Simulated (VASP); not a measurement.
# Au (Fm-3m) in VASP: notebook, part 2 of 2

VASP 6.6.1.

### Step 3. Single point, PBE

The input, INCAR:

```
ALGO = Normal ; EDIFF = 1E-7
ENCUT = 520 ; GGA = PE
ISIF = 2 ; ISMEAR = -1
LASPH = True ; LCHARG = False
LREAL = False ; LWAVE = False
NBANDS = 12 ; NELM = 80
PREC = Accurate ; SIGMA = 0.06122561905347299
```

The input, KPOINTS:

```
k-points
0
Gamma
  15 15 15
```

The input, POSCAR:

```
Au
1.0
    0.0000000000      2.0362379301      2.0362379301
    2.0362379301      0.0000000000      2.0362379301
    2.0362379301      2.0362379301      0.0000000000
Au
1
Direct
    0.0000000000      0.0000000000      0.0000000000
```

Potentials or basis: VASP PAW PBE potentials, release 64 (Au).

Run with:

```console
> cat potpaw_PBE.64/Au/POTCAR > POTCAR
> mpirun -np 1 vasp_std > vasp.out
```

OUTCAR:

```text
EDIFF = 1E-7
   ENCUT = 520
   GGA = PE
   ISIF = 2
   ISMEAR = -1
   LASPH = True
   LREAL = False
   NELM = 80
   PREC = Accurate

 ion  position               nearest neighbor table
   1  0.000  0.000  0.000-

  LATTYP: Found a face centered cubic cell.
 ALAT       =     4.0724758602

  Lattice vectors:

 A1 = (   0.0000000000,   2.0362379301,   2.0362379301)
 A2 = (   2.0362379301,   0.0000000000,   2.0362379301)
 A3 = (   2.0362379301,   2.0362379301,   0.0000000000)

Analysis of symmetry for initial positions (statically):
=====================================================================
 Subroutine PRICEL returns:
 Original cell was already a primitive cell.

 Routine SETGRP: Setting up the symmetry group for a
 face centered cubic supercell.

 Subroutine GETGRP returns: Found 48 space group operations
 (whereof 48 operations were pure point group operations)
 out of a pool of 48 trial point group operations.

The static configuration has the point symmetry O_h .

Analysis of symmetry for dynamics (positions and initial velocities):
=====================================================================
 Subroutine PRICEL returns:
 Original cell was already a primitive cell.

 Routine SETGRP: Setting up the symmetry group for a
 face centered cubic supercell.

 Subroutine GETGRP returns: Found 48 space group operations
 (whereof 48 operations were pure point group operations)
 out of a pool of 48 trial point group operations.

The dynamic configuration has the point symmetry O_h .

 Subroutine INISYM returns: Found 48 space group operations
 (whereof 48 operations are pure point group operations),
 and found     1 'primitive' translations

----------------------------------------------------------------------------------------

                                     Primitive cell

  volume of cell :      16.8856

  direct lattice vectors                    reciprocal lattice vectors
     0.000000000  2.036237930  2.036237930    -0.245550872  0.245550872  0.245550872
     2.036237930  0.000000000  2.036237930     0.245550872 -0.245550872  0.245550872
     2.036237930  2.036237930  0.000000000     0.245550872  0.245550872 -0.245550872

  length of vectors
     2.879675297  2.879675297  2.879675297     0.425306587  0.425306587  0.425306587

  position of ions in fractional coordinates (direct lattice)
     0.000000000  0.000000000  0.000000000

  ion indices of the primitive-cell ions
   primitive index   ion index
                 1           1

----------------------------------------------------------------------------------------

 KPOINTS: k-points

Automatic generation of k-mesh.
 Grid dimensions read from file:
 generate k-points for:   15   15   15

 Generating k-lattice:

  Cartesian coordinates                     Fractional coordinates (reciprocal lattice)
    -0.016370058  0.016370058  0.016370058     0.066666667  0.000000000  0.000000000
     0.016370058 -0.016370058  0.016370058     0.000000000  0.066666667  0.000000000
     0.016370058  0.016370058 -0.016370058     0.000000000  0.000000000  0.066666667

  Length of vectors
     0.028353772  0.028353772  0.028353772

  Shift w.r.t. Gamma in fractional coordinates (k-lattice)
     0.000000000  0.000000000  0.000000000

 Subroutine IBZKPT returns following result:
 ===========================================

 Found    120 irreducible k-points:

 Following reciprocal coordinates:
            Coordinates               Weight
  0.000000  0.000000  0.000000      1.000000
  0.066667  0.000000  0.000000      8.000000
  0.133333  0.000000  0.000000      8.000000
  0.200000  0.000000  0.000000      8.000000
  0.266667  0.000000  0.000000      8.000000
  0.333333  0.000000  0.000000      8.000000
[... 16 lines left out ...]
  0.133333  0.133333  0.000000      6.000000
  0.200000  0.133333  0.000000     24.000000
 [... further k-points ...]
   k-points           NKPTS =    120   k-points in BZ     NKDIM =    120   number of bands    NBANDS=     12
   number of dos      NEDOS =    301   number of ions     NIONS =      1
   total plane-waves  NPLWV =  13824
   dimension x,y,z NGX =    24 NGY =   24 NGZ =   24
   dimension x,y,z NGXF=    48 NGYF=   48 NGZF=   48
   ions per type =               1
   NGX,Y,Z   is equivalent  to a cutoff of  13.86, 13.86, 13.86 a.u.
   NGXF,Y,Z  is equivalent  to a cutoff of  27.71, 27.71, 27.71 a.u.
 SYSTEM =  unknown system
   PREC   = accura    normal or accurate (medium, high low for compatibility)
   ISTART =      0    job   : 0-new  1-cont  2-samecut
   ICHARG =      2    charge: 1-file 2-atom 10-const
   ISPIN  =      1    spin polarized calculation?
   LNONCOLLINEAR =      F non collinear calculations
   LSORBIT =      F    spin-orbit coupling
   LASPH  =      T    aspherical Exc in radial PAW
   ENCUT  =  520.0 eV  38.22 Ry    6.18 a.u.   5.35  5.35  5.35*2*pi/ulx,y,z
   NELM   =     80;   NELMIN=  2; NELMDL= -5     # of ELM steps
   EDIFF  = 0.1E-06   stopping-criterion for ELM
   LREAL  =      F    real-space projection
   EDIFFG = 0.1E-05   stopping-criterion for IOM
   NSW    =      0    number of steps for IOM
   IBRION =     -1    ionic relax: 0-MD 1-quasi-New 2-CG
   NFREE  =      0    steps in history (QN), initial steepest desc. (CG)
   ISIF   =      2    stress and relaxation
   ISYM   =      2    0-nonsym 1-usesym 2-fastsym
   POTIM  = 0.5000    time-step for ionic-motion
   TEBEG  =    0.0;   TEEND  =   0.0 temperature during run
   PSTRESS=    0.0 pullay stress
   NELECT =      11.0000    total number of electrons
   NUPDOWN=      -1.0000    fix difference up-down
   EMIN   =  10.00;   EMAX   =-10.00  energy-range for DOS
   EFERMI =   0.00;   METHOD = LEGACY
   ISMEAR =    -1;   SIGMA  =   0.06  broadening in eV -4-tet -1-fermi 0-gaus
   EFERMI_NEDOS =   21; number of points for ismear=-14 and -15
   IALGO  =     38    algorithm
   IMIX   =      4    mixing-type and parameters
     AMIX     =   0.40;   BMIX     =  1.00
     AMIX_MAG =   1.60;   BMIX_MAG =  1.00
  volume/ion in A,a.u.               =      16.89       113.95
  Fermi-wavevector in a.u.,A,eV,Ry     =   1.419168  2.681839 27.402656  2.014038
  Thomas-Fermi vector in A             =   2.540217
   LORBIT       =      0    0 simple, 1 ext, 2 COOP (PROOUT), +10 PAW based schemes
   GGA     = PE    functional components
   LHFCALC =     F    Hartree Fock is set to
   AEXX    =    0.0000 exact exchange contribution
   IVDW    =     0    specifies the selected vdW correction
   LEPSILON=     F    determine dielectric tensor
   LRPA    =     F    only Hartree local field effects (RPA)
 non-spin polarized calculation
  energy-cutoff  :      520.00
  volume of cell :       16.89
 maximum number of plane-waves:       468
 NGX is ok and might be reduce to    24
   NGX = 11   NGY = 11   NGZ = 11

 number of electron      10.9999999 magnetization

 Free energy of the ion-electron system (eV)
  ---------------------------------------------------
  ext. energy  EPLUGINS =         0.00000000
  ---------------------------------------------------
  free energy    TOTEN  =        -3.19075695 eV

  energy without entropy =       -3.18627514  energy(sigma->0) =       -3.18851605

 E-fermi :   9.7877     XC(G=0): -12.7730

 val. band max:        9.6399825503   @ k =   0.4667   0.2000   0.0000
 cond. band min:       9.8040897200   @ k =   0.4667   0.2667   0.0000
 fundamental gap:      0.1641071697
 Fermi energy:         9.7876846705

 k-point     1 :       0.0000    0.0000    0.0000
  band No.  band energies     occupation
      1      -0.3251      2.00000
      2       4.8838      2.00000
      3       4.8838      2.00000
      4       4.8838      2.00000
      5       6.4227      2.00000
      6       6.4227      2.00000
      7      24.1380      0.00000
      8      28.1915      0.00000
      9      28.1915      0.00000
     10      28.1915      0.00000
     11      33.1257      0.00000
     12      37.8670      0.00000

 k-point     2 :       0.0667    0.0000    0.0000
  band No.  band energies     occupation
      1      -0.1688      2.00000
      2       4.8323      2.00000
      3       4.9377      2.00000
      4       4.9377      2.00000
      5       6.3983      2.00000
      6       6.3983      2.00000
      7      24.3240      0.00000
      8      27.2150      0.00000
      9      28.3808      0.00000
     10      28.3808      0.00000
     11      33.9107      0.00000
     12      36.2152      0.00000
[... 316 lines left out ...]
 k-point    24 :       0.2000    0.1333    0.0000
  band No.  band energies     occupation
      1       1.0022      2.00000
      2       4.3004      2.00000
      3       5.3866      2.00000
      4       5.4379      2.00000
      5       5.9284      2.00000
      6       6.7054      2.00000
      7      24.7249      0.00000
      8      25.6994      0.00000
      9      26.9443      0.00000
     10      27.9540      0.00000
     11      31.5546      0.00000
     12      34.2790      0.00000

 [... further k-points ...]
[... 5 lines left out ...]
  --------------------------------------------------------------------------------------
  -------------------------------------------------------------------------------------
  Total        1.0573657      1.0573657      1.0573657     -0.0000000      0.0000000     -0.0000000
  in kB      100.3275543    100.3275543    100.3275543     -0.0000000      0.0000000     -0.0000000
  external PRESSURE =     100.3275543 kB  Pullay stress =       0.0000000 kB

 VOLUME and BASIS-vectors are now :
 -----------------------------------------------------------------------------
  energy-cutoff  :      520.00
  volume of cell :       16.89
      direct lattice vectors                 reciprocal lattice vectors
     0.000000000  2.036237930  2.036237930    -0.245550872  0.245550872  0.245550872
     2.036237930  0.000000000  2.036237930     0.245550872 -0.245550872  0.245550872
     2.036237930  2.036237930  0.000000000     0.245550872  0.245550872 -0.245550872

 POSITION                                       TOTAL-FORCE (eV/Angst)
 -----------------------------------------------------------------------------------
      0.00000      0.00000      0.00000         0.000000      0.000000      0.000000
 -----------------------------------------------------------------------------------
    total drift:                               -0.000000      0.000000      0.000000

  FREE ENERGIE OF THE ION-ELECTRON SYSTEM (eV)
  ---------------------------------------------------
  free  energy   TOTEN  =        -3.1907569513 eV

  energy  without entropy=       -3.1862751449  energy(sigma->0) =       -3.18851605
```

Wall time 31 s (1 thread of AMD EPYC 7R43 (Zen 3), shared host); peak memory 0.12 GiB.

What came out:

```yaml
Free_energy: -3.1908 eV
Pressure: 10.0 GPa
```

Caveat: spin-orbit coupling is left out, which moves the levels of the heavy elements.
